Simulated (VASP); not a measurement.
# ZrTa3N4 (P-6m2) in VASP: a series of runs

ZrTa3N4 is run at these levels: PBE; tasks: relaxation of cell and atoms, single point.

All numbers are computed with VASP 6.6.1; they aren't measurements. Logs are shortened: lines on timing, memory, paths and dates and some standing lists are left out, and cuts for length are marked.

## Step 1: The cell of the first run

Symmetry: P-6m2, No. 187, hexagonal system. Conventional cell: a = 3.000 Å, b = 3.000 Å, c = 11.918 Å, α = 90.00°, β = 90.00°, γ = 120.00°. Within 3.0 Å of Zr (site symmetry -6m2) lie 6 N at 2.28 Å and 2 Ta at 2.98 Å and 6 Zr at 3.00 Å. Within 3.0 Å of Ta (site symmetry -6m2) lie 6 N at 2.28 Å and 8 Ta at 2.98 to 3.00 Å. Within 3.0 Å of Ta (site symmetry 3m) lie 6 N at 2.28 Å and 1 Zr at 2.98 Å and 7 Ta at 2.98 to 3.00 Å. Within 3.0 Å of N (site symmetry 3m) lie 6 Ta at 2.28 Å and 8 N at 2.98 to 3.00 Å. N (site symmetry 3m) has 3 Ta at 2.28 Å and 3 Zr at 2.28 Å and 8 N at 2.98 to 3.00 Å within 3.0 Å.

## Step 2: Relaxation of cell and atoms, PBE

Contents of INCAR:

```
SYSTEM = ZrTa3N4
PREC = Accurate
ENCUT = 600
EDIFF = 1E-7
ISMEAR = 0
SIGMA = 0.15
LREAL = .FALSE.
LASPH = .TRUE.
NELM = 80
ALGO = Normal
ISIF = 3
LWAVE = .FALSE.
LCHARG = .FALSE.
GGA = PE
IBRION = 2
NSW = 36
EDIFFG = -0.08
```

Contents of KPOINTS:

```
regular mesh
0
G
  5 5 1
  0 0 0
```

Contents of POSCAR:

```
ZrTa3N4
1.0
    2.9997749400      0.0000000000      0.0000000000
   -1.4998874700      2.5978813000      0.0000000000
    0.0000000000      0.0000000000     11.9182977300
Zr Ta N
1 3 4
Direct
    0.0000000000      0.0000000000      0.0000000000
    0.0000000000      0.0000000000      0.5000000000
    0.0000000000      0.0000000000      0.7500000000
    0.0000000000      0.0000000000      0.2500000000
    0.3333333300      0.6666666700      0.6250000000
    0.3333333300      0.6666666700      0.3750000000
    0.3333333300      0.6666666700      0.8750000000
    0.3333333300      0.6666666700      0.1250000000
```

Potentials or basis: VASP PAW PBE potentials, release 64 (Zr_sv, Ta_pv, N).

Started as:

```sh
$ cat potpaw_PBE.64/Zr_sv/POTCAR potpaw_PBE.64/Ta_pv/POTCAR potpaw_PBE.64/N/POTCAR > POTCAR
$ mpirun -np 1 vasp_std > vasp.out
```

OUTCAR:

```text
SYSTEM = ZrTa3N4
   PREC = Accurate
   ENCUT = 600
   EDIFF = 1E-7
   ISMEAR = 0
   LREAL = .FALSE.
   LASPH = .TRUE.
   NELM = 80
   ISIF = 3
   GGA = PE
   IBRION = 2
   NSW = 36
   EDIFFG = -0.08

 ion  position               nearest neighbor table
   1  0.000  0.000  0.000-   7 2.28   8 2.28   7 2.28   8 2.28   7 2.28   8 2.28   3 2.98   4 2.98

   2  0.000  0.000  0.500-   5 2.28   6 2.28   5 2.28   6 2.28   5 2.28   6 2.28   3 2.98   4 2.98

   3  0.000  0.000  0.750-   5 2.28   7 2.28   5 2.28   7 2.28   5 2.28   7 2.28   1 2.98   2 2.98

   4  0.000  0.000  0.250-   6 2.28   8 2.28   6 2.28   8 2.28   6 2.28   8 2.28   1 2.98   2 2.98

   5  0.333  0.667  0.625-   2 2.28   3 2.28   2 2.28   3 2.28   2 2.28   3 2.28
   6  0.333  0.667  0.375-   2 2.28   4 2.28   2 2.28   4 2.28   2 2.28   4 2.28
   7  0.333  0.667  0.875-   1 2.28   3 2.28   1 2.28   3 2.28   1 2.28   3 2.28
   8  0.333  0.667  0.125-   1 2.28   4 2.28   1 2.28   4 2.28   1 2.28   4 2.28

  LATTYP: Found a hexagonal cell.
 ALAT       =     2.9997749400
 C/A-ratio  =     3.9730639693

  Lattice vectors:

 A1 = (   2.9997749400,   0.0000000000,   0.0000000000)
 A2 = (  -1.4998874700,   2.5978813000,   0.0000000000)
 A3 = (   0.0000000000,   0.0000000000,  11.9182977300)

Analysis of symmetry for initial positions (statically):
=====================================================================
 Subroutine PRICEL returns:
 Original cell was already a primitive cell.

 Routine SETGRP: Setting up the symmetry group for a
 hexagonal supercell.

 Subroutine GETGRP returns: Found 12 space group operations
 (whereof 12 operations were pure point group operations)
 out of a pool of 24 trial point group operations.

The static configuration has the point symmetry D_3h.

Analysis of symmetry for dynamics (positions and initial velocities):
=====================================================================
 Subroutine PRICEL returns:
 Original cell was already a primitive cell.

 Routine SETGRP: Setting up the symmetry group for a
 hexagonal supercell.

 Subroutine GETGRP returns: Found 12 space group operations
 (whereof 12 operations were pure point group operations)
 out of a pool of 24 trial point group operations.

The dynamic configuration has the point symmetry D_3h.

 Subroutine INISYM returns: Found 12 space group operations
 (whereof 12 operations are pure point group operations),
 and found     1 'primitive' translations

----------------------------------------------------------------------------------------

                                     Primitive cell

  volume of cell :      92.8800

  direct lattice vectors                    reciprocal lattice vectors
     2.999774940  0.000000000  0.000000000     0.333358342  0.192464529  0.000000000
    -1.499887470  2.597881300  0.000000000     0.000000000  0.384929057  0.000000000
     0.000000000  0.000000000 11.918297730     0.000000000  0.000000000  0.083904600

  length of vectors
     2.999774940  2.999774937 11.918297730     0.384929057  0.384929057  0.083904600

  position of ions in fractional coordinates (direct lattice)
     0.000000000  0.000000000  0.000000000
     0.000000000  0.000000000  0.500000000
     0.000000000  0.000000000  0.750000000
     0.000000000  0.000000000  0.250000000
     0.333333330  0.666666670  0.625000000
     0.333333330  0.666666670  0.375000000
     0.333333330  0.666666670  0.875000000
     0.333333330  0.666666670  0.125000000

  ion indices of the primitive-cell ions
   primitive index   ion index
                 1           1
                 2           2
                 3           3
                 4           4
                 5           5
                 6           6
                 7           7
                 8           8

----------------------------------------------------------------------------------------

 KPOINTS: regular mesh

Automatic generation of k-mesh.
 Grid dimensions read from file:
 generate k-points for:    5    5    1

 Generating k-lattice:

  Cartesian coordinates                     Fractional coordinates (reciprocal lattice)
     0.066671668  0.038492906  0.000000000     0.200000000 -0.000000000  0.000000000
     0.000000000  0.076985811  0.000000000     0.000000000  0.200000000  0.000000000
     0.000000000  0.000000000  0.083904600     0.000000000  0.000000000  1.000000000

  Length of vectors
     0.076985811  0.076985811  0.083904600

  Shift w.r.t. Gamma in fractional coordinates (k-lattice)
     0.000000000  0.000000000  0.000000000

 Subroutine IBZKPT returns following result:
 ===========================================

 Found      5 irreducible k-points:

 Following reciprocal coordinates:
            Coordinates               Weight
  0.000000  0.000000  0.000000      1.000000
  0.200000  0.000000  0.000000      6.000000
  0.400000  0.000000  0.000000      6.000000
  0.200000  0.200000  0.000000      6.000000
  0.400000  0.200000  0.000000      6.000000
   k-points           NKPTS =      5   k-points in BZ     NKDIM =      5   number of bands    NBANDS=     39
   number of dos      NEDOS =    301   number of ions     NIONS =      8
   total plane-waves  NPLWV =  55296
   dimension x,y,z NGX =    24 NGY =   24 NGZ =   96
   dimension x,y,z NGXF=    48 NGYF=   48 NGZF=  192
   ions per type =               1   3   4
   NGX,Y,Z   is equivalent  to a cutoff of  13.30, 13.30, 13.39 a.u.
   NGXF,Y,Z  is equivalent  to a cutoff of  26.60, 26.60, 26.78 a.u.
 SYSTEM =  ZrTa3N4
   PREC   = accura    normal or accurate (medium, high low for compatibility)
   ISTART =      0    job   : 0-new  1-cont  2-samecut
   ICHARG =      2    charge: 1-file 2-atom 10-const
   ISPIN  =      1    spin polarized calculation?
   LNONCOLLINEAR =      F non collinear calculations
   LSORBIT =      F    spin-orbit coupling
   LASPH  =      T    aspherical Exc in radial PAW
   ENCUT  =  600.0 eV  44.10 Ry    6.64 a.u.   5.99  5.99 23.80*2*pi/ulx,y,z
   NELM   =     80;   NELMIN=  2; NELMDL= -5     # of ELM steps
   EDIFF  = 0.1E-06   stopping-criterion for ELM
   LREAL  =      F    real-space projection
   EDIFFG = -.8E-01   stopping-criterion for IOM
   NSW    =     36    number of steps for IOM
   IBRION =      2    ionic relax: 0-MD 1-quasi-New 2-CG
   NFREE  =      1    steps in history (QN), initial steepest desc. (CG)
   ISIF   =      3    stress and relaxation
   ISYM   =      2    0-nonsym 1-usesym 2-fastsym
   POTIM  = 0.5000    time-step for ionic-motion
   TEBEG  =    0.0;   TEEND  =   0.0 temperature during run
   PSTRESS=    0.0 pullay stress
   NELECT =      65.0000    total number of electrons
   NUPDOWN=      -1.0000    fix difference up-down
   EMIN   =  10.00;   EMAX   =-10.00  energy-range for DOS
   EFERMI =   0.00;   METHOD = LEGACY
   ISMEAR =     0;   SIGMA  =   0.15  broadening in eV -4-tet -1-fermi 0-gaus
   EFERMI_NEDOS =   21; number of points for ismear=-14 and -15
   IALGO  =     38    algorithm
   IMIX   =      4    mixing-type and parameters
     AMIX     =   0.40;   BMIX     =  1.00
     AMIX_MAG =   1.60;   BMIX_MAG =  1.00
  volume/ion in A,a.u.               =      11.61        78.35
  Fermi-wavevector in a.u.,A,eV,Ry     =   1.453467  2.746655 28.743215  2.112567
  Thomas-Fermi vector in A             =   2.570730
   LORBIT       =      0    0 simple, 1 ext, 2 COOP (PROOUT), +10 PAW based schemes
   GGA     = PE    functional components
   LHFCALC =     F    Hartree Fock is set to
   AEXX    =    0.0000 exact exchange contribution
   IVDW    =     0    specifies the selected vdW correction
   LEPSILON=     F    determine dielectric tensor
   LRPA    =     F    only Hartree local field effects (RPA)
 conjugate gradient relaxation of ions
 non-spin polarized calculation
 Gauss-broadening in eV      SIGMA  =   0.15
  energy-cutoff  :      600.00
  volume of cell :       92.88
 maximum number of plane-waves:      3120
 NGX is ok and might be reduce to    24
   NGX = 11   NGY = 11   NGZ = 47

--------------------------------------- Ionic step        1  -------------------------------------------

 number of electron      64.9999998 magnetization

 Free energy of the ion-electron system (eV)
  ---------------------------------------------------
  ext. energy  EPLUGINS =         0.00000000
  ---------------------------------------------------
  free energy    TOTEN  =       -86.49140095 eV

  energy without entropy =      -86.46261576  energy(sigma->0) =      -86.47700836

------------------------ aborting loop because EDIFF is reached ----------------------------------------

  FORCE on cell =-STRESS in cart. coord.  units (eV):
  Direction    XX          YY          ZZ          XY          YZ          ZX
  --------------------------------------------------------------------------------------
  -------------------------------------------------------------------------------------
  Total       -2.9108472     -2.9108472    -10.4674683      0.0000000     -0.0000000      0.0000000
  in kB      -50.2120306    -50.2120304   -180.5635271      0.0000000     -0.0000000      0.0000000
  external PRESSURE =     -93.6625294 kB  Pullay stress =       0.0000000 kB
[... 107 lines left out ...]
  FREE ENERGIE OF THE ION-ELECTRON SYSTEM (eV)
  ---------------------------------------------------
  free  energy   TOTEN  =       -86.6927577895 eV

  energy  without entropy=      -86.6698266196  energy(sigma->0) =      -86.68129220

[... ionic steps 4 to 8 ...]

--------------------------------------- Ionic step        9  -------------------------------------------

 number of electron      65.0000002 magnetization

------------------------ aborting loop because EDIFF is reached ----------------------------------------

  FORCE on cell =-STRESS in cart. coord.  units (eV):
  Direction    XX          YY          ZZ          XY          YZ          ZX
  --------------------------------------------------------------------------------------
  -------------------------------------------------------------------------------------
  Total        0.7047964      0.7047964      0.8570916      0.0000000     -0.0000000      0.0000000
  in kB       12.5863957     12.5863956     15.3061139      0.0000000     -0.0000000      0.0000000
  external PRESSURE =      13.4929684 kB  Pullay stress =       0.0000000 kB
[... 69 lines left out ...]
  energy  without entropy=      -86.7563959524  energy(sigma->0) =      -86.76905808

--------------------------------------- Ionic step       11  -------------------------------------------

 number of electron      65.0000002 magnetization

 Free energy of the ion-electron system (eV)
  ---------------------------------------------------
  ext. energy  EPLUGINS =         0.00000000
  ---------------------------------------------------
  free energy    TOTEN  =       -86.78298874 eV

  energy without entropy =      -86.75756608  energy(sigma->0) =      -86.77027741

 E-fermi :   8.5084     XC(G=0): -13.0298

 val. band max:        8.3300469944   @ k =   0.2000   0.2000   0.0000
 cond. band min:       8.5179245615   @ k =   0.4000   0.0000   0.0000
 fundamental gap:      0.1878775671
 Fermi energy:         8.5083620725

 k-point     1 :       0.0000    0.0000    0.0000
  band No.  band energies     occupation
      1     -40.0090      2.00000
      2     -26.7327      2.00000
      3     -26.3448      2.00000
      4     -26.1058      2.00000
      5     -25.8529      2.00000
      6     -25.8529      2.00000
[... 31 lines left out ...]
     38      10.0175      0.00000
     39      11.0711      0.00000

 k-point     2 :       0.2000    0.0000    0.0000
  band No.  band energies     occupation
      1     -39.9321      2.00000
      2     -26.6628      2.00000
      3     -26.2882      2.00000
      4     -26.1580      2.00000
      5     -26.0721      2.00000
      6     -26.0392      2.00000
[... 31 lines left out ...]
     38      11.1053      0.00000
     39      11.4149      0.00000

 k-point     3 :       0.4000    0.0000    0.0000
  band No.  band energies     occupation
      1     -39.8048      2.00000
      2     -26.6295      2.00000
      3     -26.5487      2.00000
      4     -26.5139      2.00000
      5     -26.4914      2.00000
      6     -26.1871      2.00000
[... 31 lines left out ...]
     38      12.5959      0.00000
     39      12.6293      0.00000

 k-point     4 :       0.2000    0.2000    0.0000
  band No.  band energies     occupation
      1     -39.8295      2.00000
      2     -26.5699      2.00000
      3     -26.4671      2.00000
      4     -26.3548      2.00000
      5     -26.3350      2.00000
      6     -26.2048      2.00000
[... 31 lines left out ...]
     38      12.3992      0.00000
     39      12.6012      0.00000

 k-point     5 :       0.4000    0.2000    0.0000
  band No.  band energies     occupation
      1     -39.7649      2.00000
      2     -26.6076      2.00000
      3     -26.5110      2.00000
      4     -26.4941      2.00000
      5     -26.4703      2.00000
      6     -26.2353      2.00000
[... 66 lines left out ...]
  FREE ENERGIE OF THE ION-ELECTRON SYSTEM (eV)
  ---------------------------------------------------
  free  energy   TOTEN  =       -86.7829887424 eV

  energy  without entropy=      -86.7575660781  energy(sigma->0) =      -86.77027741

 reached required accuracy - stopping structural energy minimisation
```

It took 5.5 min on 1 thread of Intel Xeon Platinum 8259CL at 2.50GHz (Skylake/Cascade Lake), shared host; peak memory 0.24 GiB.

Results:

```yaml
Free_energy: -86.7830 eV
Relaxed_volume: 11.27 Å³/atom
Relaxed_cell: a = 2.989 Å, b = 2.989 Å, c = 11.648 Å, α = 90.00°, β = 90.00°, γ = 120.00°
Space_group_after_relaxing_to_0.05_Å: P-6m2 (No. 187)
Energy_gained_by_relaxing: 36.4 meV/atom
Ionic_steps: 11
Pressure_after_relaxing: -0.1 GPa
Largest_force_after_relaxing: 0.004 eV/Å
```

Forces in eV/Å, atoms in the order of the input:
```
Zr   0.000  0.000  0.000
Ta   0.000  0.000  0.000
Ta   0.000  0.000  0.004
Ta   0.000  0.000 -0.004
N    0.000  0.000 -0.003
N    0.000  0.000  0.003
N    0.000  0.000 -0.004
N    0.000  0.000  0.004
```

Stress tensor (GPa, compression positive):
```
-0.28  0.00  0.00
 0.00 -0.28  0.00
 0.00  0.00  0.32
```

Step by step:
```csv
step,energy change (eV),largest force (eV/Å),pressure (GPa),volume (Å³)
1,0.0000,1.4889,-9.37,92.88
2,0.3323,1.0869,26.35,83.99
3,-0.2014,1.1011,2.29,89.34
4,-0.2017,1.0800,2.79,89.20
5,-0.2671,0.6080,-0.32,90.24
6,-0.2674,0.5745,-0.16,90.18
7,-0.2872,0.2002,-0.88,90.33
8,-0.2876,0.1854,-0.81,90.32
9,-0.2895,0.0953,1.35,89.72
10,-0.2903,0.1275,0.59,89.92
11,-0.2916,0.0043,-0.08,90.14
```

Final structure:
```
Zr Ta N
1.0
     2.98925    0.00000    0.00000
    -1.49462    2.58877    0.00000
     0.00000    0.00000   11.64845
Zr Ta N
1 3 4
Direct
  0.00000 0.00000 0.00000
  0.00000 0.00000 0.50000
  0.00000 0.00000 0.74829
  0.00000 0.00000 0.25171
  0.33333 0.66667 0.62291
  0.33333 0.66667 0.37709
  0.33333 0.66667 0.86629
  0.33333 0.66667 0.13371
```

Caveat: the k points lie up to 0.54 Å⁻¹ apart in the final cell; spin-orbit coupling is left out, which moves the levels of the heavy elements; the relaxation stopped at a loose force limit of 0.08 eV/Å, so its end isn't a converged minimum.

## Step 3: Single point, PBE

This run uses another cell than the first one, of 11.26 Å³/atom, 0.970 times its volume.

Contents of INCAR:

```
SYSTEM = ZrTa3N4
  PREC = Accurate
  ENCUT = 520
  EDIFF = 1E-6
  ISMEAR = 0
  SIGMA = 0.2
  LREAL = .FALSE.
  LASPH = .TRUE.
  NELM = 60
  ALGO = Normal
  ISIF = 2
  LWAVE = .FALSE.
  LCHARG = .FALSE.
  GGA = PE
  NBANDS = 42
```

Contents of KPOINTS:

```
regular mesh
0
G
  8 6 6
  0 0 0
```

Contents of POSCAR:

```
ZrTa3N4
1.0
    0.0000000000      0.0000000000      2.9007229632
    5.9884641175      0.0000000000      0.0000000000
   -2.9942320588      5.1861620554      0.0000000000
Zr Ta N
1 3 4
Direct
    0.0000000000      0.0000000000      0.0000000000
    0.0000000000      0.4985272085      0.9970544169
    0.0000000000      0.0029455831      0.5014727915
    0.0000000000      0.4985272085      0.5014727915
    0.5000000000      0.1726594367      0.8273405633
    0.5000000000      0.6546811265      0.8273405633
    0.5000000000      0.6666666667      0.3333333333
    0.5000000000      0.1726594367      0.3453188735
```

Potentials or basis: VASP PAW PBE potentials, release 64 (Zr_sv, Ta_pv, N).

Started as:

```sh
$ cat potpaw_PBE.64/Zr_sv/POTCAR potpaw_PBE.64/Ta_pv/POTCAR potpaw_PBE.64/N/POTCAR > POTCAR
$ mpirun -np 1 vasp_std > vasp.out
```

Run time: 2.8 min. Hardware: 1 thread of Intel Xeon Platinum 8259CL at 2.50GHz (Skylake/Cascade Lake), shared host; peak memory 0.29 GiB.

The run converged. Its results:

* Free energy: -86.7133 eV
* Pressure: 0.6 GPa
* Largest force: 0.024 eV/Å

Forces on the atoms (eV/Å):
```
Zr   0.000  0.000  0.000
Ta   0.000  0.010  0.000
Ta  -0.009 -0.005  0.000
Ta   0.009 -0.005  0.000
N   -0.021  0.012  0.000
N    0.021  0.012  0.000
N    0.000  0.000  0.000
N    0.000 -0.024  0.000
```

Stress tensor (GPa, compression positive):
```
0.67 0.00 0.00
0.00 0.67 0.00
0.00 0.00 0.58
```

Levels at points of the mesh, in eV from the Fermi level:
| k point | band 30 | band 31 | band 32 | band 33 | band 34 | band 35 | band 36 | band 37 |
| --- | --- | --- | --- | --- | --- | --- | --- | --- |
| (0.00, 0.00, 0.00) | -2.35 | -2.35 | -2.19 | -2.16 | 2.65 | 3.28 | 3.66 | 3.66 |
| (0.50, 0.00, 0.00) | 0.01 | 0.45 | 0.45 | 0.64 | 0.64 | 3.03 | 3.82 | 3.82 |
| (0.00, 0.50, 0.00) | -2.49 | -2.07 | -0.62 | -0.34 | 1.77 | 1.83 | 2.23 | 2.60 |
| (0.50, 0.50, 0.00) | -1.01 | -0.88 | -0.34 | -0.19 | 2.24 | 2.90 | 3.56 | 3.68 |

Caveat: spin-orbit coupling is left out, which moves the levels of the heavy elements.

(Continued in part 2 of 2.)
